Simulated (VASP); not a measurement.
# Al3Se2 (R-3m) in VASP: single point with PBE

Aim: the single point of Al3Se2 with PBE.

All numbers are computed with VASP 6.6.1; they aren't measurements. Logs are shortened: lines on timing, memory, paths and dates and some standing lists are left out, and cuts for length are marked.

## (1) The cell of the first run

Symmetry: R-3m, No. 166, trigonal system. Conventional cell: a = 3.738 Å, b = 3.738 Å, c = 25.022 Å, α = 90.00°, β = 90.00°, γ = 120.00°. Al (site symmetry -3m) has 6 Se at 2.70 Å within 3.6 Å. Al (site symmetry 3m) has 3 Al at 2.74 Å and 3 Se at 2.75 Å within 3.6 Å. Within 3.6 Å of Se (site symmetry 3m) lie 6 Al at 2.70 to 2.75 Å.

## (2) Single point, PBE

The input, INCAR:

```
SYSTEM = Al3Se2
ALGO = Normal
EDIFF = 1E-6
ENCUT = 520
GGA = PE
ISIF = 2
ISMEAR = 0
LASPH = .True.
LCHARG = .False.
LREAL = .False.
LWAVE = .False.
NBANDS = 18
NELM = 80
PREC = Accurate
SIGMA = 0.1
```

The input, KPOINTS:

```
k-points
0
Gamma
  6 6 6
  0 0 0
```

The input, POSCAR:

```
Al3Se2
1.0
    1.8690370098      1.0790890208      8.3407017748
   -1.8690370098      1.0790890208      8.3407017748
    0.0000000000     -2.1581780415      8.3407017748
Al Se
3 2
Direct
    0.0000000000      0.0000000000      0.0000000000
    0.2004476569      0.2004476569      0.2004476569
    0.7995523431      0.7995523431      0.7995523431
    0.3982141661      0.3982141661      0.3982141661
    0.6017858339      0.6017858339      0.6017858339
```

Potentials or basis: VASP PAW PBE potentials, release 64 (Al, Se).

Run with:

```console
cat potpaw_PBE.64/Al/POTCAR potpaw_PBE.64/Se/POTCAR > POTCAR
mpirun -np 1 vasp_std > vasp.out
```

OUTCAR:

```text
SYSTEM = Al3Se2
   EDIFF = 1E-6
   ENCUT = 520
   GGA = PE
   ISIF = 2
   ISMEAR = 0
   LASPH = .True.
   LREAL = .False.
   NELM = 80
   PREC = Accurate

 ion  position               nearest neighbor table
   1  0.000  0.000  0.000-   5 2.70   5 2.70   4 2.70   4 2.70   5 2.70   4 2.70
   2  0.200  0.200  0.200-   3 2.74   3 2.74   3 2.74   5 2.75   5 2.75   5 2.75
   3  0.800  0.800  0.800-   2 2.74   2 2.74   2 2.74   4 2.75   4 2.75   4 2.75
   4  0.398  0.398  0.398-   1 2.70   1 2.70   1 2.70   3 2.75   3 2.75   3 2.75
   5  0.602  0.602  0.602-   1 2.70   1 2.70   1 2.70   2 2.75   2 2.75   2 2.75

  LATTYP: Found a trigonal (rhomboedric) cell.
 ALAT       =     8.6153954381
 COS(alpha) =     0.9058727510

  Lattice vectors:

 A1 = (   1.8690370098,   1.0790890208,   8.3407017748)
 A2 = (  -1.8690370098,   1.0790890208,   8.3407017748)
 A3 = (   0.0000000000,  -2.1581780415,   8.3407017748)

Analysis of symmetry for initial positions (statically):
=====================================================================
 Subroutine PRICEL returns:
 Original cell was already a primitive cell.

 Routine SETGRP: Setting up the symmetry group for a
 trigonal (rhombohedral) supercell.

 Subroutine GETGRP returns: Found 12 space group operations
 (whereof 12 operations were pure point group operations)
 out of a pool of 12 trial point group operations.

The static configuration has the point symmetry D_3d.

Analysis of symmetry for dynamics (positions and initial velocities):
=====================================================================
 Subroutine PRICEL returns:
 Original cell was already a primitive cell.

 Routine SETGRP: Setting up the symmetry group for a
 trigonal (rhombohedral) supercell.

 Subroutine GETGRP returns: Found 12 space group operations
 (whereof 12 operations were pure point group operations)
 out of a pool of 12 trial point group operations.

The dynamic configuration has the point symmetry D_3d.

 Subroutine INISYM returns: Found 12 space group operations
 (whereof 12 operations are pure point group operations),
 and found     1 'primitive' translations

----------------------------------------------------------------------------------------

                                     Primitive cell

  volume of cell :     100.9320

  direct lattice vectors                    reciprocal lattice vectors
     1.869037010  1.079089021  8.340701775     0.267517442  0.154451267  0.039964663
    -1.869037010  1.079089021  8.340701775    -0.267517442  0.154451267  0.039964663
     0.000000000 -2.158178041  8.340701775     0.000000000 -0.308902534  0.039964663

  length of vectors
     8.615395438  8.615395438  8.615395438     0.311477046  0.311477046  0.311477046

  position of ions in fractional coordinates (direct lattice)
     0.000000000  0.000000000  0.000000000
     0.200447657  0.200447657  0.200447657
     0.799552343  0.799552343  0.799552343
     0.398214166  0.398214166  0.398214166
     0.601785834  0.601785834  0.601785834

  ion indices of the primitive-cell ions
   primitive index   ion index
                 1           1
                 2           2
                 3           3
                 4           4
                 5           5

----------------------------------------------------------------------------------------

 KPOINTS: k-points

Automatic generation of k-mesh.
 Grid dimensions read from file:
 generate k-points for:    6    6    6

 Generating k-lattice:

  Cartesian coordinates                     Fractional coordinates (reciprocal lattice)
     0.044586240  0.025741878  0.006660777     0.166666667  0.000000000  0.000000000
    -0.044586240  0.025741878  0.006660777     0.000000000  0.166666667  0.000000000
     0.000000000 -0.051483756  0.006660777     0.000000000  0.000000000  0.166666667

  Length of vectors
     0.051912841  0.051912841  0.051912841

  Shift w.r.t. Gamma in fractional coordinates (k-lattice)
     0.000000000  0.000000000  0.000000000

 Subroutine IBZKPT returns following result:
 ===========================================

 Found     32 irreducible k-points:

 Following reciprocal coordinates:
            Coordinates               Weight
  0.000000  0.000000  0.000000      1.000000
  0.166667  0.000000 -0.000000      6.000000
  0.333333 -0.000000 -0.000000      6.000000
  0.500000 -0.000000 -0.000000      3.000000
  0.166667  0.166667 -0.000000      6.000000
  0.333333  0.166667 -0.000000     12.000000
[... 16 lines left out ...]
  0.500000  0.500000  0.166667      6.000000
 -0.333333  0.500000  0.166667     12.000000
 [... further k-points ...]
   k-points           NKPTS =     32   k-points in BZ     NKDIM =     32   number of bands    NBANDS=     18
   number of dos      NEDOS =    301   number of ions     NIONS =      5
   total plane-waves  NPLWV = 262144
   dimension x,y,z NGX =    64 NGY =   64 NGZ =   64
   dimension x,y,z NGXF=   128 NGYF=  128 NGZF=  128
   ions per type =               3   2
   NGX,Y,Z   is equivalent  to a cutoff of  12.35, 12.35, 12.35 a.u.
   NGXF,Y,Z  is equivalent  to a cutoff of  24.70, 24.70, 24.70 a.u.
 SYSTEM =  Al3Se2
   PREC   = accura    normal or accurate (medium, high low for compatibility)
   ISTART =      0    job   : 0-new  1-cont  2-samecut
   ICHARG =      2    charge: 1-file 2-atom 10-const
   ISPIN  =      1    spin polarized calculation?
   LNONCOLLINEAR =      F non collinear calculations
   LSORBIT =      F    spin-orbit coupling
   LASPH  =      T    aspherical Exc in radial PAW
   ENCUT  =  520.0 eV  38.22 Ry    6.18 a.u.  16.02 16.02 16.02*2*pi/ulx,y,z
   NELM   =     80;   NELMIN=  2; NELMDL= -5     # of ELM steps
   EDIFF  = 0.1E-05   stopping-criterion for ELM
   LREAL  =      F    real-space projection
   EDIFFG = 0.1E-04   stopping-criterion for IOM
   NSW    =      0    number of steps for IOM
   IBRION =     -1    ionic relax: 0-MD 1-quasi-New 2-CG
   NFREE  =      0    steps in history (QN), initial steepest desc. (CG)
   ISIF   =      2    stress and relaxation
   ISYM   =      2    0-nonsym 1-usesym 2-fastsym
   POTIM  = 0.5000    time-step for ionic-motion
   TEBEG  =    0.0;   TEEND  =   0.0 temperature during run
   PSTRESS=    0.0 pullay stress
   NELECT =      21.0000    total number of electrons
   NUPDOWN=      -1.0000    fix difference up-down
   EMIN   =  10.00;   EMAX   =-10.00  energy-range for DOS
   EFERMI =   0.00;   METHOD = LEGACY
   ISMEAR =     0;   SIGMA  =   0.10  broadening in eV -4-tet -1-fermi 0-gaus
   EFERMI_NEDOS =   21; number of points for ismear=-14 and -15
   IALGO  =     38    algorithm
   IMIX   =      4    mixing-type and parameters
     AMIX     =   0.40;   BMIX     =  1.00
     AMIX_MAG =   1.60;   BMIX_MAG =  1.00
  volume/ion in A,a.u.               =      20.19       136.22
  Fermi-wavevector in a.u.,A,eV,Ry     =   0.970074  1.833174 12.803678  0.941044
  Thomas-Fermi vector in A             =   2.100179
   LORBIT       =      0    0 simple, 1 ext, 2 COOP (PROOUT), +10 PAW based schemes
   GGA     = PE    functional components
   LHFCALC =     F    Hartree Fock is set to
   AEXX    =    0.0000 exact exchange contribution
   IVDW    =     0    specifies the selected vdW correction
   LEPSILON=     F    determine dielectric tensor
   LRPA    =     F    only Hartree local field effects (RPA)
 non-spin polarized calculation
 Gauss-broadening in eV      SIGMA  =   0.10
  energy-cutoff  :      520.00
  volume of cell :      100.93
 maximum number of plane-waves:      2738
   NGX = 31   NGY = 31   NGZ = 31

 number of electron      21.0000000 magnetization

 Free energy of the ion-electron system (eV)
  ---------------------------------------------------
  ext. energy  EPLUGINS =         0.00000000
  ---------------------------------------------------
  free energy    TOTEN  =       -19.57943404 eV

  energy without entropy =      -19.57145851  energy(sigma->0) =      -19.57544628

 E-fermi :   6.2852     XC(G=0):  -9.7748

 val. band max:        6.2837655934   @ k =   0.3333   0.1667  -0.0000
 cond. band min:       6.4366889099   @ k =  -0.3333   0.1667   0.0000
 fundamental gap:      0.1529233166
 Fermi energy:         6.2851543969

 k-point     1 :       0.0000    0.0000    0.0000
  band No.  band energies     occupation
      1      -8.8742      2.00000
      2      -8.1917      2.00000
      3      -2.4737      2.00000
      4       1.2673      2.00000
      5       1.3563      2.00000
      6       4.0584      2.00000
[... 10 lines left out ...]
     17      10.6205      0.00000
     18      12.2772      0.00000

 k-point     2 :       0.1667    0.0000   -0.0000
  band No.  band energies     occupation
      1      -8.6343      2.00000
      2      -8.0081      2.00000
      3      -2.0882      2.00000
      4       0.7956      2.00000
      5       1.5559      2.00000
      6       2.6330      2.00000
[... 10 lines left out ...]
     17      10.7426      0.00000
     18      11.7592      0.00000

 k-point     3 :       0.3333   -0.0000   -0.0000
  band No.  band energies     occupation
      1      -8.0398      2.00000
      2      -7.6031      2.00000
      3      -0.9975      2.00000
      4      -0.6069      2.00000
      5       0.3820      2.00000
      6       2.3446      2.00000
[... 10 lines left out ...]
     17      10.5989      0.00000
     18      11.7701      0.00000

 k-point     4 :       0.5000   -0.0000   -0.0000
  band No.  band energies     occupation
      1      -7.6138      2.00000
      2      -7.4151      2.00000
      3      -1.4922      2.00000
      4      -0.4080      2.00000
      5       0.5787      2.00000
      6       1.3354      2.00000
[... 10 lines left out ...]
     17      10.0860      0.00000
     18      10.4808      0.00000

 k-point     5 :       0.1667    0.1667   -0.0000
  band No.  band energies     occupation
      1      -8.6304      2.00000
      2      -8.0141      2.00000
      3      -2.0524      2.00000
      4       0.6913      2.00000
      5       1.4952      2.00000
      6       2.6928      2.00000
[... 10 lines left out ...]
     17      10.5058      0.00000
     18      11.6902      0.00000

 k-point     6 :       0.3333    0.1667   -0.0000
  band No.  band energies     occupation
      1      -8.2057      2.00000
      2      -7.7167      2.00000
      3      -1.2925      2.00000
      4       0.0155      2.00000
      5       0.7349      2.00000
      6       2.0856      2.00000
[... 10 lines left out ...]
     17      10.7814      0.00000
     18      11.1461      0.00000

 k-point     7 :       0.5000    0.1667   -0.0000
  band No.  band energies     occupation
      1      -7.6441      2.00000
      2      -7.4042      2.00000
      3      -1.0716      2.00000
      4      -0.2325      2.00000
      5       0.4290      2.00000
      6       1.3374      2.00000
[... 10 lines left out ...]
     17      11.4587      0.00000
     18      12.5399      0.00000

 k-point     8 :      -0.3333    0.1667    0.0000
  band No.  band energies     occupation
      1      -7.6521      2.00000
      2      -7.3951      2.00000
      3      -1.0193      2.00000
      4      -0.0988      2.00000
      5       0.0549      2.00000
      6       1.2820      2.00000
[... 10 lines left out ...]
     17      12.0126      0.00000
     18      12.2518      0.00000
[... 229 lines left out ...]
     17      10.8225      0.00000
     18      11.6450      0.00000

 k-point    20 :       0.5000    0.3333    0.1667
  band No.  band energies     occupation
      1      -8.1853      2.00000
      2      -7.7445      2.00000
      3      -1.0999      2.00000
      4      -0.1904      2.00000
      5       0.8718      2.00000
      6       1.6697      2.00000
[... 10 lines left out ...]
     17      11.1614      0.00000
     18      11.4469      0.00000

 k-point    21 :      -0.3333    0.3333    0.1667
  band No.  band energies     occupation
      1      -7.6300      2.00000
      2      -7.4203      2.00000
      3      -1.0586      2.00000
      4      -0.3816      2.00000
      5       0.8124      2.00000
      6       1.2914      2.00000
[... 10 lines left out ...]
     17      10.9684      0.00000
     18      12.1373      0.00000

 k-point    22 :      -0.1667    0.3333    0.1667
  band No.  band energies     occupation
      1      -7.6475      2.00000
      2      -7.4005      2.00000
      3      -0.9242      2.00000
      4      -0.3962      2.00000
      5       0.2662      2.00000
      6       1.1660      2.00000
[... 10 lines left out ...]
     17      11.3084      0.00000
     18      12.4992      0.00000

 k-point    23 :       0.5000    0.5000    0.1667
  band No.  band energies     occupation
      1      -8.0102      2.00000
      2      -7.6415      2.00000
      3      -1.0234      2.00000
      4      -0.2628      2.00000
      5       0.4573      2.00000
      6       1.1874      2.00000
[... 10 lines left out ...]
     17      11.1183      0.00000
     18      11.5516      0.00000

 k-point    24 :      -0.3333    0.5000    0.1667
  band No.  band energies     occupation
      1      -7.6243      2.00000
      2      -7.4269      2.00000
      3      -0.9668      2.00000
      4      -0.5359      2.00000
      5       0.9588      2.00000
      6       1.1802      2.00000
[... 10 lines left out ...]
     17      11.0323      0.00000
     18      11.2885      0.00000

 [... further k-points ...]
[... 5 lines left out ...]
  --------------------------------------------------------------------------------------
  -------------------------------------------------------------------------------------
  Total        0.0678756      0.0678756     -0.0339503      0.0000000     -0.0000000      0.0000000
  in kB        1.0774449      1.0774449     -0.5389207      0.0000000     -0.0000000      0.0000000
  external PRESSURE =       0.5386564 kB  Pullay stress =       0.0000000 kB

 VOLUME and BASIS-vectors are now :
 -----------------------------------------------------------------------------
  energy-cutoff  :      520.00
  volume of cell :      100.93
      direct lattice vectors                 reciprocal lattice vectors
     1.869037010  1.079089021  8.340701775     0.267517442  0.154451267  0.039964663
    -1.869037010  1.079089021  8.340701775    -0.267517442  0.154451267  0.039964663
     0.000000000 -2.158178041  8.340701775     0.000000000 -0.308902534  0.039964663

 POSITION                                       TOTAL-FORCE (eV/Angst)
 -----------------------------------------------------------------------------------
      0.00000      0.00000      0.00000         0.000000     -0.000000      0.000000
      0.00000      0.00000      5.01562         0.000000      0.000000      0.007266
      0.00000      0.00000     20.00648         0.000000     -0.000000     -0.007266
      0.00000      0.00000      9.96416         0.000000     -0.000000     -0.005280
      0.00000      0.00000     15.05795         0.000000      0.000000      0.005280
 -----------------------------------------------------------------------------------
    total drift:                               -0.000000      0.000000     -0.000000

  FREE ENERGIE OF THE ION-ELECTRON SYSTEM (eV)
  ---------------------------------------------------
  free  energy   TOTEN  =       -19.5794340393 eV

  energy  without entropy=      -19.5714585116  energy(sigma->0) =      -19.57544628
```

Run time: 6 min. Hardware: 1 thread of AMD EPYC 7R43 (Zen 3), shared host; peak memory 0.49 GiB.

Results:

```
Free energy   : -19.5794 eV
Pressure      : 0.1 GPa
Largest force : 0.007 eV/Å
```

Forces in eV/Å, atoms in the order of the input:
```
Al   0.000  0.000  0.000
Al   0.000  0.000  0.007
Al   0.000  0.000 -0.007
Se   0.000  0.000 -0.005
Se   0.000  0.000  0.005
```
